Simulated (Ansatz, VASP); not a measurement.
## Two plane-wave programs on Na2BrF

File INCAR:

```
SYSTEM = Na2BrF
  ALGO = Normal
  EDIFF = 1E-6
  ENCUT = 520
  GGA = PE
  ISIF = 2
  ISMEAR = 0
  LASPH = .TRUE.
  LCHARG = .FALSE.
  LREAL = .FALSE.
  LWAVE = .FALSE.
  NBANDS = 22
  NELM = 100
  PREC = Accurate
  SIGMA = 0.1
```

KPOINTS

```
k-points
0
G
  6 6 6
  0 0 0
```

File POSCAR:

```
Na2BrF
1.0
    1.9037196170      1.0991130334      6.2254597306
   -1.9037196170      1.0991130334      6.2254597306
    0.0000000000     -2.1982260667      6.2254597306
Na Br F
2 1 1
Direct
    0.2541929500      0.2541929500      0.2541929500
    0.7458070500      0.7458070500      0.7458070500
    0.5000000000      0.5000000000      0.5000000000
    0.0000000000      0.0000000000      0.0000000000
```

Input for Ansatz:

```yaml
crystal:
  lattice:
    - [1.903719617, 1.0991130334, 6.2254597306]
    - [-1.903719617, 1.0991130334, 6.2254597306]
    - [0.0, -2.1982260667, 6.2254597306]
  atoms:
    - { symbol: Na, position: [0.25419295, 0.25419295, 0.25419295] }
    - { symbol: Na, position: [0.74580705, 0.74580705, 0.74580705] }
    - { symbol: Br, position: [0.5, 0.5, 0.5] }
    - { symbol: F, position: [0.0, 0.0, 0.0] }
basis:
  ecutwfc: 420
kpoints:
  mp_grid: { grid: [6, 6, 6] }
hamiltonian:
  xc: pbe
scf:
  occupations: { method: gaussian, width: 0.1 }
output:
  forces: true
  stress: true
  eigenvalues: true
```

Alike in both runs: task single point; functional PBE; k mesh 6 × 6 × 6; occupations gaussian, width 0.1 eV; no spin polarisation.

```csv
,VASP,Ansatz
version,VASP 6.6.1,Ansatz 0.2.0
potentials or method,"VASP PAW PBE potentials, release 64 (Na_pv, Br, F), cutoff 520 eV","scalar-relativistic, plane waves, PAW"
valence electrons in the cell,28,32
```

Ansatz gave:

- gap on the k mesh at the Fermi level (eV): 4.23
- least direct gap on the mesh (eV): 4.23
- pressure (GPa): 2.2
- traceless stress, the component that is largest in VASP (GPa): -0.23
- rms of the force components (eV/Å): 0.429

Question: What did VASP give for the same quantities?

Answer: gap on the k mesh at the Fermi level (eV): 4.22; least direct gap on the mesh (eV): 4.22; pressure (GPa): 2.1; traceless stress, the component that is largest in VASP (GPa): -0.23; rms of the force components (eV/Å): 0.430.

Atom by atom the forces differ by 0.002 eV/Å (rms over components). VASP's potentials hold 28 valence electrons a cell and Ansatz's 32, so a difference there can come from the potentials and not from the codes.
